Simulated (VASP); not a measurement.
A run of VASP 6.6.1:

The input INCAR:

```
SYSTEM = Hf2TeW2S
  PREC = Accurate
  ENCUT = 520
  EDIFF = 1E-6
  ISMEAR = 0
  SIGMA = 0.1
  LREAL = .False.
  LASPH = .True.
  NELM = 80
  ALGO = Normal
  ISIF = 2
  LWAVE = .False.
  LCHARG = .False.
  GGA = PE
  NBANDS = 39
```

Contents of KPOINTS:

```
regular mesh
0
Gamma
  12 12 6
  0 0 0
```

File POSCAR:

```
Hf2TeW2S
1.0
    4.6848938004      0.0000000000      0.0000000000
   -2.3424469002      4.0572370452      0.0000000000
    0.0000000000      0.0000000000      6.0783442858
Hf Te W S
2 1 2 1
Direct
    0.3333333333      0.6666666667      0.6167188336
    0.6666666667      0.3333333333      0.3832811664
    0.0000000000      0.0000000000      0.0000000000
    0.3333333333      0.6666666667      0.0739796297
    0.6666666667      0.3333333333      0.9260203703
    0.0000000000      0.0000000000      0.5000000000
```

Potentials or basis: VASP PAW PBE potentials, release 64 (Hf_pv, Te, W_sv, S).

The run is started by

```sh
$ cat potpaw_PBE.64/Hf_pv/POTCAR potpaw_PBE.64/Te/POTCAR potpaw_PBE.64/W_sv/POTCAR potpaw_PBE.64/S/POTCAR > POTCAR
$ mpirun -np 1 vasp_std > vasp.out
```

Hardware: 1 thread of AMD EPYC 7R13 Processor (Zen 3) (shared host).

Problem. How long does it take, and how much memory?

Solution. Run time: 8.2 min on 1 thread of AMD EPYC 7R13 Processor (Zen 3) (shared host), peak memory 0.52 GiB. Counts: scf iterations 14, k points 100.
